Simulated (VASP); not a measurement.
# H (Pnma) in VASP: notebook, part 3 of 3

VASP 6.6.1. The steps go on from the part before.

### 4 Single point, PBEsol

This run uses another cell than the first one, of 19.77 Å³/atom.

INCAR

```
PREC     = Accurate       # precision mode
ENCUT    = 520            # plane-wave cutoff, eV
EDIFF    = 1E-6           # SCF threshold, eV
ISMEAR   = 0              # smearing method
SIGMA    = 0.1            # smearing width, eV
LREAL    = Auto         
LASPH    = T              # aspherical terms in the spheres
NELM     = 60             # most SCF steps
ALGO     = Normal         # electronic algorithm
ISIF     = 2              # what is computed and relaxed
LWAVE    = F              # write WAVECAR
LCHARG   = T              # write CHGCAR
GGA      = PS             # functional
LELF     = T              # ELF
LVHAR    = T            
NBANDS   = 22             # bands
```

KPOINTS

```
Automatic mesh
0
Gamma
  4 2 4
```

POSCAR

```
H
1.0
    6.0458869449      0.0000000000      0.0000000000
    0.0000000000     11.5947494205      0.0000000000
    0.0000000000      0.0000000000      4.5133919064
H
16
Direct
    0.5658899120      0.7500000000      0.4311460982
    0.0658899120      0.7500000000      0.0688539018
    0.4341100880      0.2500000000      0.5688539018
    0.9341100880      0.2500000000      0.9311460982
    0.6275486171      0.7500000000      0.5777302188
    0.1275486171      0.7500000000     -0.0777302188
    0.3724513829      0.2500000000      0.4222697812
    0.8724513829      0.2500000000      1.0777302188
    0.4496650898      0.9954293118      0.0489759744
    0.9496650898      0.5045706882      0.4510240256
    0.5503349102      0.4954293118      0.9510240256
    0.0503349102      0.0045706882      0.5489759744
    0.5503349102      0.0045706882      0.9510240256
    0.0503349102      0.4954293118      0.5489759744
    0.4496650898      0.5045706882      0.0489759744
    0.9496650898      0.9954293118      0.4510240256
```

Potentials or basis: VASP PAW PBE potentials, release 64 (H).

Command:

```
> cat potpaw_PBE.64/H/POTCAR > POTCAR
> mpirun -np 1 vasp_std > vasp.out
```

OUTCAR:

```text
PREC = Accurate
   ENCUT = 520
   EDIFF = 1E-6
   ISMEAR = 0
   LREAL = Auto
   LASPH = T
   NELM = 60
   ISIF = 2
   GGA = PS

 ion  position               nearest neighbor table
   1  0.566  0.750  0.431-   5 0.76
   2  0.066  0.750  0.069-   6 0.76
   3  0.434  0.250  0.569-   7 0.76
   4  0.934  0.250  0.931-   8 0.76
   5  0.628  0.750  0.578-   1 0.76
   6  0.128  0.750  0.922-   2 0.76
[... 8 lines left out ...]
  15  0.450  0.505  0.049-  11 0.76
  16  0.950  0.995  0.451-  12 0.76

  LATTYP: Found a simple orthorhombic cell.
 ALAT       =     4.5133919064
 B/A-ratio  =     1.3395439772
 C/A-ratio  =     2.5689657936

  Lattice vectors:

 A1 = (   0.0000000000,   0.0000000000,   4.5133919064)
 A2 = (   6.0458869449,   0.0000000000,   0.0000000000)
 A3 = (   0.0000000000,  11.5947494205,   0.0000000000)

Analysis of symmetry for initial positions (statically):
=====================================================================
 Subroutine PRICEL returns:
 Original cell was already a primitive cell.

 Routine SETGRP: Setting up the symmetry group for a
 simple orthorhombic supercell.

 Subroutine GETGRP returns: Found  8 space group operations
 (whereof  2 operations were pure point group operations)
 out of a pool of  8 trial point group operations.

The static configuration has the point symmetry S_2 .
 The point group associated with its full space group is D_2h.

Analysis of symmetry for dynamics (positions and initial velocities):
=====================================================================
 Subroutine PRICEL returns:
 Original cell was already a primitive cell.

 Routine SETGRP: Setting up the symmetry group for a
 simple orthorhombic supercell.

 Subroutine GETGRP returns: Found  8 space group operations
 (whereof  2 operations were pure point group operations)
 out of a pool of  8 trial point group operations.

The dynamic configuration has the point symmetry S_2 .
 The point group associated with its full space group is D_2h.

 Subroutine INISYM returns: Found  8 space group operations
 (whereof  2 operations are pure point group operations),
 and found     1 'primitive' translations

----------------------------------------------------------------------------------------

                                     Primitive cell

  volume of cell :     316.3912

  direct lattice vectors                    reciprocal lattice vectors
     6.045886945  0.000000000  0.000000000     0.165401704  0.000000000  0.000000000
     0.000000000 11.594749420  0.000000000     0.000000000  0.086245935  0.000000000
     0.000000000  0.000000000  4.513391906     0.000000000  0.000000000  0.221562856

  length of vectors
     6.045886945 11.594749420  4.513391906     0.165401704  0.086245935  0.221562856

  position of ions in fractional coordinates (direct lattice)
     0.565889912  0.750000000  0.431146098
     0.065889912  0.750000000  0.068853902
     0.434110088  0.250000000  0.568853902
     0.934110088  0.250000000  0.931146098
     0.627548617  0.750000000  0.577730219
     0.127548617  0.750000000  0.922269781
[... 51 lines left out ...]
 Subroutine IBZKPT returns following result:
 ===========================================

 Found     18 irreducible k-points:

 Following reciprocal coordinates:
            Coordinates               Weight
  0.000000  0.000000  0.000000      1.000000
  0.250000  0.000000  0.000000      2.000000
  0.500000  0.000000  0.000000      1.000000
  0.000000  0.500000  0.000000      1.000000
  0.250000  0.500000  0.000000      2.000000
  0.500000  0.500000  0.000000      1.000000
[... 10 lines left out ...]
  0.250000  0.500000  0.500000      2.000000
  0.500000  0.500000  0.500000      1.000000
   k-points           NKPTS =     18   k-points in BZ     NKDIM =     18   number of bands    NBANDS=     22
   number of dos      NEDOS =    301   number of ions     NIONS =     16
   total plane-waves  NPLWV = 155520
   dimension x,y,z NGX =    48 NGY =   90 NGZ =   36
   dimension x,y,z NGXF=    96 NGYF=  180 NGZF=   72
   ions per type =              16
   NGX,Y,Z   is equivalent  to a cutoff of  13.20, 12.90, 13.26 a.u.
   NGXF,Y,Z  is equivalent  to a cutoff of  26.40, 25.81, 26.52 a.u.
 SYSTEM =  unknown system
   PREC   = accura    normal or accurate (medium, high low for compatibility)
   ISTART =      0    job   : 0-new  1-cont  2-samecut
   ICHARG =      2    charge: 1-file 2-atom 10-const
   ISPIN  =      1    spin polarized calculation?
   LNONCOLLINEAR =      F non collinear calculations
   LSORBIT =      F    spin-orbit coupling
   LASPH  =      T    aspherical Exc in radial PAW
   ENCUT  =  520.0 eV  38.22 Ry    6.18 a.u.  11.24 21.56  8.39*2*pi/ulx,y,z
   NELM   =     60;   NELMIN=  2; NELMDL= -5     # of ELM steps
   EDIFF  = 0.1E-05   stopping-criterion for ELM
   LREAL  =      T    real-space projection
   EDIFFG = 0.1E-04   stopping-criterion for IOM
   NSW    =      0    number of steps for IOM
[... 5 lines left out ...]
   TEBEG  =    0.0;   TEEND  =   0.0 temperature during run
   PSTRESS=    0.0 pullay stress
   NELECT =      16.0000    total number of electrons
   NUPDOWN=      -1.0000    fix difference up-down
   EMIN   =  10.00;   EMAX   =-10.00  energy-range for DOS
   EFERMI =   0.00;   METHOD = LEGACY
   ISMEAR =     0;   SIGMA  =   0.10  broadening in eV -4-tet -1-fermi 0-gaus
   EFERMI_NEDOS =   21; number of points for ismear=-14 and -15
   IALGO  =     38    algorithm
   IMIX   =      4    mixing-type and parameters
     AMIX     =   0.40;   BMIX     =  1.00
     AMIX_MAG =   1.60;   BMIX_MAG =  1.00
  volume/ion in A,a.u.               =      19.77       133.44
  Fermi-wavevector in a.u.,A,eV,Ry     =   0.605397  1.144034  4.986605  0.366505
  Thomas-Fermi vector in A             =   1.659105
   LORBIT       =      0    0 simple, 1 ext, 2 COOP (PROOUT), +10 PAW based schemes
   GGA     = PS    functional components
   LHFCALC =     F    Hartree Fock is set to
   AEXX    =    0.0000 exact exchange contribution
   IVDW    =     0    specifies the selected vdW correction
   LEPSILON=     F    determine dielectric tensor
   LRPA    =     F    only Hartree local field effects (RPA)
 non-spin polarized calculation
 Gauss-broadening in eV      SIGMA  =   0.10
  energy-cutoff  :      520.00
  volume of cell :      316.39
 maximum number of plane-waves:      8568
 NGX is ok and might be reduce to    48
   NGX = 23   NGY = 43   NGZ = 17

 number of electron      16.0000001 magnetization

 Free energy of the ion-electron system (eV)
  ---------------------------------------------------
  ext. energy  EPLUGINS =         0.00000000
  ---------------------------------------------------
  free energy    TOTEN  =       -52.20417632 eV

  energy without entropy =      -52.20417632  energy(sigma->0) =      -52.20417632

 E-fermi :  -8.5606     XC(G=0):  -4.0463

 val. band max:       -9.0252499969   @ k =   0.0000   0.0000   0.0000
 cond. band min:       0.2812537280   @ k =   0.5000   0.0000   0.5000
 fundamental gap:      9.3065037249
 Fermi energy:        -8.5606415788

 k-point     1 :       0.0000    0.0000    0.0000
  band No.  band energies     occupation
      1      -9.9268      2.00000
      2      -9.6066      2.00000
      3      -9.5987      2.00000
      4      -9.2428      2.00000
      5      -9.2373      2.00000
      6      -9.1370      2.00000
[... 390 lines left out ...]
      6      -9.2498      2.00000
[... 12 lines left out ...]
     19       4.6472      0.00000
     20       4.6472      0.00000
 [bands above 20 left out]

------------------------ aborting loop because EDIFF is reached ----------------------------------------

  FORCE on cell =-STRESS in cart. coord.  units (eV):
  Direction    XX          YY          ZZ          XY          YZ          ZX
  --------------------------------------------------------------------------------------
  -------------------------------------------------------------------------------------
  Total       -0.4050878     -0.2804872     -0.3457171      0.0000000      0.0000000     -0.0000000
  in kB       -2.0513289     -1.4203623     -1.7506812      0.0000000      0.0000000     -0.0000000
  external PRESSURE =      -1.7407908 kB  Pullay stress =       0.0000000 kB

 VOLUME and BASIS-vectors are now :
 -----------------------------------------------------------------------------
  energy-cutoff  :      520.00
  volume of cell :      316.39
      direct lattice vectors                 reciprocal lattice vectors
     6.045886945  0.000000000  0.000000000     0.165401704  0.000000000  0.000000000
     0.000000000 11.594749420  0.000000000     0.000000000  0.086245935  0.000000000
     0.000000000  0.000000000  4.513391906     0.000000000  0.000000000  0.221562856

 POSITION                                       TOTAL-FORCE (eV/Angst)
 -----------------------------------------------------------------------------------
      3.42131      8.69606      1.94593         0.004483      0.000000      0.009169
      0.39836      8.69606      0.31076         0.004483      0.000000     -0.009169
      2.62458      2.89869      2.56746        -0.004483      0.000000     -0.009169
      5.64752      2.89869      4.20263        -0.004483      0.000000      0.009169
      3.79409      8.69606      2.60752        -0.004223      0.000000     -0.010838
      0.77114      8.69606      4.16256        -0.004223     -0.000000      0.010838
[... 8 lines left out ...]
      2.71862      5.85037      0.22105         0.016341     -0.001847     -0.009584
      5.74157     11.54175      2.03565         0.016341      0.001847      0.009584
 -----------------------------------------------------------------------------------
    total drift:                                0.000000      0.000000     -0.000000

  FREE ENERGIE OF THE ION-ELECTRON SYSTEM (eV)
  ---------------------------------------------------
  free  energy   TOTEN  =       -52.2041763184 eV

  energy  without entropy=      -52.2041763184  energy(sigma->0) =      -52.20417632
```

It took 2 min on 1 thread of AMD EPYC 9R14 (Zen 4), shared host; peak memory 0.37 GiB.

Results:

- Free energy: -52.2042 eV
- Pressure: -0.2 GPa
- Largest force: 0.019 eV/Å
- Band gap on the k mesh: 9.31 eV (least direct gap 9.51 eV)

Forces on the atoms (eV/Å):
```
H    0.004  0.000  0.009
H    0.004  0.000 -0.009
H   -0.004  0.000 -0.009
H   -0.004  0.000  0.009
H   -0.004  0.000 -0.011
H   -0.004  0.000  0.011
H    0.004  0.000  0.011
H    0.004  0.000 -0.011
H    0.016  0.002 -0.010
H    0.016 -0.002  0.010
H   -0.016  0.002  0.010
H   -0.016 -0.002 -0.010
H   -0.016 -0.002  0.010
H   -0.016  0.002 -0.010
H    0.016 -0.002 -0.010
H    0.016  0.002  0.010
```

Levels at points of the mesh, in eV from the valence-band top:
| k point | band 6 | band 7 | band 8 | band 9 | band 10 | band 11 |
| --- | --- | --- | --- | --- | --- | --- |
| (0.00, 0.00, 0.00) | -0.11 | -0.10 | 0.00 | 9.54 | 10.12 | 10.48 |
| (0.50, 0.00, 0.00) | -0.35 | -0.09 | -0.09 | 10.20 | 10.20 | 10.30 |
| (0.00, 0.50, 0.00) | -0.18 | -0.03 | -0.03 | 9.74 | 9.74 | 10.56 |
| (0.50, 0.50, 0.00) | -0.17 | -0.17 | -0.17 | 10.24 | 10.24 | 10.24 |
| (0.00, 0.00, 0.50) | -0.28 | -0.16 | -0.16 | 9.83 | 9.83 | 10.03 |
| (0.50, 0.00, 0.50) | -0.28 | -0.20 | -0.20 | 9.31 | 9.31 | 9.58 |
| (0.00, 0.50, 0.50) | -0.20 | -0.19 | -0.19 | 9.87 | 9.87 | 9.98 |
| (0.50, 0.50, 0.50) | -0.22 | -0.22 | -0.22 | 9.46 | 9.46 | 9.46 |

Caveat: this functional lacks dispersion, which holds the molecules together, so the pressure and a relaxed volume are unreliable; the PAW data sets were made with another functional, which shifts forces and pressure a little.

### 5 Overview

| task | cell | k mesh | cutoff (eV) | smearing | gap on the mesh (eV) | pressure (GPa) | largest force (eV/Å) |
| --- | --- | --- | --- | --- | --- | --- | --- |
| relaxation of cell and atoms | relaxed from a = 5.431, b = 11.372, c = 4.365 Å, 16 atoms, atomic positions A | 4 × 2 × 6 | 600 | gaussian 0.02 eV | 9.12 | -0.1 | 0.01 |
| relaxation of cell and atoms | relaxed from a = 6.046, b = 11.595, c = 4.513 Å, 16 atoms, atomic positions B | 4 × 2 × 6 | 600 | gaussian 0.02 eV | 8.83 | 0.0 | 0.01 |
| single point | a = 6.046, b = 11.595, c = 4.513 Å, 16 atoms, atomic positions B | 4 × 2 × 4 | 520 | gaussian 0.1 eV | 9.31 | -0.2 | 0.02 |

Alike in all rows: level PBEsol; potentials or basis VASP PAW PBE potentials, release 64 (H); no spin polarisation.

Caveats: this functional lacks dispersion, which holds the molecules together, so the pressure and a relaxed volume are unreliable; the PAW data sets were made with another functional, which shifts forces and pressure a little; the relaxation stopped at its first step, so nothing moved (at least some runs); the volume moved by over 15 % at a fixed basis, so the end points are rough (at least some runs).

Absolute energies hang on the potentials; compare differences alone.
